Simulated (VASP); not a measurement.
ZnSe:

```xyz
4
Lattice="4.1077 0.0000 0.0000 0.0000 4.1077 0.0000 0.0000 0.0000 6.0704" Properties=species:S:1:pos:R:3 pbc="T T T"
Se    2.0539    0.0000    4.5753
Se    0.0000    2.0539    1.4950
Zn    2.0539    2.0539    0.0000
Zn    0.0000    0.0000    0.0000
```

Base run:

- Program: VASP 6.6.1
- Functional: PBE
- Potentials or basis: VASP PAW PBE potentials, release 64 (Se, Zn)
- Cutoff: 520 eV
- k mesh: 7 × 7 × 5
- Occupations: fermi-dirac, width 0.05 eV
- Spin: no spin polarisation

Its results: band gap on the k mesh 1.95 eV; pressure 0.0 GPa; largest force 0.049 eV/Å.

Q: The run is repeated on the same cell with these changes: functional from PBE to PBE-based screened hybrid with 30 % exact exchange; k mesh from 7 × 7 × 5 to 4 × 4 × 3. What comes out?

A: Band gap on the k mesh 3.15 eV; pressure -1.2 GPa; largest force 0.446 eV/Å.

Several settings changed at once.

Caveats: an odd mesh through Γ misses points on the zone boundary, where band edges can lie; the PAW data sets were made with another functional, which shifts forces and pressure a little (at least some runs).
